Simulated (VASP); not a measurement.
A run of VASP 6.6.1:

INCAR

```
SYSTEM = Al2Cu
PREC = Accurate
ENCUT = 600
EDIFF = 1E-6
ISMEAR = 0
SIGMA = 0.1
LREAL = .False.
LASPH = .True.
NELM = 60
ALGO = Fast
ISIF = 3
LWAVE = .False.
LCHARG = .False.
GGA = PS
IBRION = 2
NSW = 70
EDIFFG = -0.008
PSTRESS = 500.0
```

KPOINTS

```
Automatic mesh
0
Gamma
  10 10 10
  0 0 0
```

POSCAR

```
Al2Cu
1.0
   -2.7681511210      2.7681511210      2.2246041411
    2.7681511210     -2.7681511210      2.2246041411
    2.7681511210      2.7681511210     -2.2246041411
Al Cu
4 2
Direct
    0.8422812137      0.6577187863      0.5000000000
    0.6577187863      0.1577187863      0.8154375726
    0.3422812137      0.8422812137      0.1845624274
    0.1577187863      0.3422812137      0.5000000000
    0.2500000000      0.2500000000      0.0000000000
    0.7500000000      0.7500000000      0.0000000000
```

Potentials or basis: VASP PAW PBE potentials, release 64 (Al, Cu).

Run with:

```console
$ cat potpaw_PBE.64/Al/POTCAR potpaw_PBE.64/Cu/POTCAR > POTCAR
$ mpirun -np 1 vasp_std > vasp.out
```

Hardware: 1 thread of AMD EPYC 7R13, on a shared host.

Problem. Estimate the wall time of this run.

Solution. It took 23 min on 1 thread of AMD EPYC 7R13 (shared host), peak memory 0.3 GiB. Counts: scf iterations 84, k points 102, ion steps 12.
